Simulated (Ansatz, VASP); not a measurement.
## Two plane-wave programs on Sn

```
CELL_PARAMETERS angstrom
3.07235 0.00000 0.00000
0.00000 3.07235 0.00000
0.00000 0.00000 3.07235
ATOMIC_POSITIONS crystal
Sn 0.00000 0.00000 0.00000
```

Alike in both runs: task single point; functional RPBE; k mesh 11 × 11 × 11; occupations fermi-dirac, width 0.1 eV; no spin polarisation.

|  | VASP | Ansatz |
| --- | --- | --- |
| version | VASP 6.6.1 | Ansatz 0.2.0 |
| potentials or method | VASP PAW PBE potentials, release 64 (Sn_d), cutoff 520 eV | plane waves (420 eV) with PAW, scalar-relativistic |
| valence electrons in the cell | 14 | 14 |

```tsv
	VASP	Ansatz	Ansatz less VASP
pressure (GPa)	2.3	2.3	+0.03
```

VASP's potentials were made for PBE, not for RPBE. With one functional, cell and mesh, what is left measures potentials, basis and numerics.
